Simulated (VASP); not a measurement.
LiH: single point with LDA

The system is LiH.

```
CELL_PARAMETERS angstrom
3.17938 0.00000 0.00000
-1.58969 2.75342 0.00000
0.00000 0.00000 3.96721
ATOMIC_POSITIONS crystal
Li 0.33333 0.66667 0.93750
Li 0.66667 0.33333 0.43750
H 0.33333 0.66667 0.43750
H 0.66667 0.33333 0.93750
```

- Program: VASP 6.6.1
- Task: single point
- Functional: LDA
- Potentials or basis: VASP PAW LDA potentials, release 64 (Li_sv, H)
- Cutoff: 520 eV
- k mesh: 12 × 12 × 6
- Occupations: fermi-dirac, width 0.02 eV
- Spin: no spin polarisation

| Quantity | Value |
| --- | --- |
| Band gap on the k mesh | 1.28 eV, indirect (least direct gap 2.61 eV) |

Levels at points of the mesh, in eV from the valence-band top:
```tsv
k point	band 2	band 3	band 4	band 5	band 6	band 7
(0.00, 0.00, 0.00)	-43.71	-5.66	0.00	2.61	10.56	10.56
(0.50, 0.00, 0.00)	-43.73	-3.08	-2.42	4.36	6.48	7.01
(0.00, 0.00, 0.50)	-43.75	-4.11	-4.11	9.86	9.86	12.66
(0.50, 0.00, 0.50)	-43.74	-2.75	-2.75	4.02	4.02	9.31
```

It took 14 s on 1 thread of AMD EPYC 9R45 96-Core Processor (Zen 5), with other jobs on the host, peak memory 0.11 GiB.

 A k mesh can miss the band edges.
